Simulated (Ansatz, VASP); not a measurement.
## Hf: VASP beside Ansatz

INCAR

```
PREC = Accurate
ENCUT = 600
EDIFF = 1E-7
ISMEAR = -1
SIGMA = 0.05
LREAL = F
LASPH = T
NELM = 60
ALGO = Normal
ISIF = 3
LWAVE = F
LCHARG = F
GGA = RE
IBRION = 2
NSW = 60
EDIFFG = -0.01
```

Contents of KPOINTS:

```
regular mesh
0
Gamma
  10 10 10
```

File POSCAR:

```
Hf
1.0
    0.0000000000      2.2200000000      2.2200000000
    2.2200000000      0.0000000000      2.2200000000
    2.2200000000      2.2200000000      0.0000000000
Hf
1
Direct
    0.0000000000      0.0000000000      0.0000000000
```

The input input.yaml:

```yaml
crystal:
  lattice:
    - [0.0, 2.22, 2.22]
    - [2.22, 0.0, 2.22]
    - [2.22, 2.22, 0.0]
  atoms:
    - { symbol: Hf, position: [0.0, 0.0, 0.0] }
hamiltonian:
  xc: revpbe
  pseudopotentials: { kind: paw }
kpoints:
  mp_grid: { grid: [10, 10, 10] }
scf:
  occupations: { method: fermi_dirac, width: 0.05 }
output:
  forces: true
  stress: true
  eigenvalues: true
  write_density: true
  write_potential: true
  elf: true
  volumetric_format: npy
relax:
  f_tol: 0.01
  max_steps: 40
  cell: { stress_tol: 0.05 }
```

Alike in both runs: task relaxation of cell and atoms; functional revPBE; k mesh 10 × 10 × 10; occupations fermi-dirac, width 0.05 eV; no spin polarisation.

|  | VASP | Ansatz |
| --- | --- | --- |
| version | VASP 6.6.1 | Ansatz 0.2.0 |
| potentials or method | VASP PAW PBE potentials, release 64 (Hf_pv) | Ansatz PAW |
| plane-wave cutoff (eV) | 600 | 420 |
| valence electrons in the cell | 10 | 26 |

|  | VASP | Ansatz | Ansatz less VASP |
| --- | --- | --- | --- |
| gap on the k mesh at the Fermi level, each at its own relaxed structure (eV) | none | none | - |
| relaxed volume (Å³/atom) | 22.89 | 23.00 | +0.109 |
| relaxed cell length with the largest relative difference (Å) | 3.187 | 3.192 | +0.0051 |

VASP's potentials were made for PBE, not for revPBE. A gap of «none» marks a metal or a gap that the smearing closes. VASP's potentials hold 10 valence electrons a cell and Ansatz's 26, so a difference there can come from the potentials and not from the codes.

Neither program's run includes spin-orbit coupling. Noted on Ansatz's run: the plane-wave basis is chosen anew once the cell has moved, so the energies of steps on either side of that aren't comparable.
